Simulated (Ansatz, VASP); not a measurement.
## Two plane-wave programs on TeMo2

```
CELL_PARAMETERS angstrom
4.52728 0.00000 0.00000
-2.26364 3.92074 0.00000
0.00000 0.00000 3.02503
ATOMIC_POSITIONS crystal
Te 0.66667 0.33333 0.50000
Mo 0.33333 0.66667 0.00000
Mo 0.00000 0.00000 0.50000
```

Alike in both runs: functional PBE; k mesh 5 × 5 × 6; occupations gaussian, width 0.2 eV; no spin polarisation.

Ansatz relaxed the structure, and its values are those at the end. VASP's run is a single point on that final structure, the one shown.

|  | VASP | Ansatz |
| --- | --- | --- |
| version | VASP 6.6.1 | Ansatz 0.2.0 |
| potentials or method | VASP PAW PBE potentials, release 64 (Te, Mo_sv), cutoff 500 eV | scalar-relativistic, plane waves, PAW |
| valence electrons in the cell | 34 | 44 |

Ansatz gave:

```
gap on the k mesh at the Fermi level (eV) : none
pressure (GPa)                            : 0.1
```

Problem. Estimate VASP's values.

Solution. gap on the k mesh at the Fermi level (eV): none; pressure (GPa): 0.2.

A gap of «none» marks a metal or a gap that the smearing closes. VASP's potentials hold 34 valence electrons a cell and Ansatz's 44, so a difference there can come from the potentials and not from the codes.

Neither program's run includes spin-orbit coupling.
